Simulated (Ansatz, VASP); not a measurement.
## One calculation of C, two programs

```xyz
8
Lattice="1.8635 2.3984 -3.6091 1.5313 -2.1916 -3.5961 -2.8332 -0.1843 -3.3130" Properties=species:S:1:pos:R:3 pbc="T T T"
C     0.4560    1.0869   -7.1905
C     0.2939   -0.8952   -6.7771
C     2.5523    0.0773   -7.3040
C     0.9385    0.2205   -3.6391
C    -0.0770   -1.3861   -3.8086
C     0.3239    1.1260   -3.2834
C    -1.8068   -0.1150   -3.5074
C    -0.4340   -0.0245   -6.5629
```

Change from the starting cell: all atoms moved at random (sigma 0.22 Å a component), cell strained at random (sigma 0.05).

Alike in both runs: task single point; functional LDA; k mesh 8 × 8 × 8; occupations gaussian, width 0.05 eV; no spin polarisation.

```csv
,VASP,Ansatz
version,VASP 6.6.1,Ansatz 0.2.0
potentials or method,"VASP PAW LDA potentials, release 64 (C), cutoff 520 eV","scalar-relativistic, plane waves, PAW"
valence electrons in the cell,32,32
```

Ansatz gave:

| Item | Value |
| --- | --- |
| gap on the k mesh at the Fermi level (eV) | 0.23 |
| least direct gap on the mesh (eV) | 0.30 |
| pressure (GPa) | 38.2 |
| traceless stress, the component that is largest in VASP (GPa) | -79.53 |
| rms of the force components (eV/Å) | 8.497 |

Problem. Which values does VASP return?

Solution. gap on the k mesh at the Fermi level (eV): 0.23; least direct gap on the mesh (eV): 0.30; pressure (GPa): 39.1; traceless stress, the component that is largest in VASP (GPa): -79.99; rms of the force components (eV/Å): 8.565.

LDA's correlation is that of Perdew and Zunger in VASP and of Perdew and Wang (1992) in Ansatz. Atom by atom the forces differ by 0.077 eV/Å (rms over components). Both programs put the cell under a high pressure, so it lies far from rest at this level.
